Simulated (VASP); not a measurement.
A run of VASP 6.6.1:

The input INCAR:

```
PREC = Accurate ; ENCUT = 600
EDIFF = 1E-6 ; ISMEAR = 0
SIGMA = 0.1 ; LREAL = False
LASPH = True ; NELM = 60
ALGO = Normal ; ISIF = 3
LWAVE = False ; LCHARG = False
GGA = PE ; IBRION = 2
NSW = 80 ; EDIFFG = -0.01
```

Contents of KPOINTS:

```
regular mesh
0
Gamma
  1 1 1
```

The input POSCAR:

```
C
1.0
    1.2280479700     -2.1270618200      0.0000000000
    1.2280479700      2.1270618200      0.0000000000
    0.0000000000      0.0000000000      7.1732677600
C
4
Direct
    0.0833794600      0.9166205400      0.7531376000
    0.5833794600      0.4166205400      0.2468624000
    0.9166205400      0.0833794600      0.2468624000
    0.4166205400      0.5833794600      0.7531376000
```

Potentials or basis: VASP PAW PBE potentials, release 64 (C).

Command:

```console
$ cat potpaw_PBE.64/C/POTCAR > POTCAR
$ mpirun -np 1 vasp_gam > vasp.out
```

Hardware: 1 thread of AMD EPYC 9R45 96-Core Processor (Zen 5), with other jobs on the host.

Problem. How long does it take, and how much memory?

Solution. It took 20 s on 1 thread of AMD EPYC 9R45 96-Core Processor (Zen 5), with other jobs on the host, peak memory 0.11 GiB. Counts: scf iterations 123, k points 1, ion steps 20.
